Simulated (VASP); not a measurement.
Be, 1 atom in the cell. Symmetry: Im-3m, No. 229, cubic system. The conventional cell has a = 2.523 Å, b = 2.523 Å, c = 2.523 Å, α = 90.00°, β = 90.00°, γ = 90.00°. Within 2.9 Å of Be (site symmetry m-3m) lie 14 Be at 2.18 to 2.52 Å.  This cell differs from its parent crystal: volume scaled by 1.02.

* Program: VASP 6.6.1
* Task: electric field gradients
* Functional: PBEsol
* Potentials or basis: VASP PAW PBE potentials, release 64 (Be)
* Cutoff: 520 eV
* k mesh: 23 × 23 × 23
* Occupations: fermi-dirac, width 0.03 eV
* Spin: no spin polarisation
* Dipole correction: no
* Further INCAR settings: ALGO = Normal; EDIFF = 1e-08; NBANDS = 7

Potentials or basis: VASP PAW PBE potentials, release 64 (Be).

Launch:

```console
$ cat potpaw_PBE.64/Be/POTCAR > POTCAR
$ mpirun -np 1 vasp_std > vasp.out
```

Hardware: 1 thread of Intel Xeon 6975P-C, with other jobs on the host.

Task: How long does it take, and how much memory?

Result: It took 6.3 s on 1 thread of Intel Xeon 6975P-C, on a shared host, peak memory 0.12 GiB. Counts: scf iterations 12, k points 364.
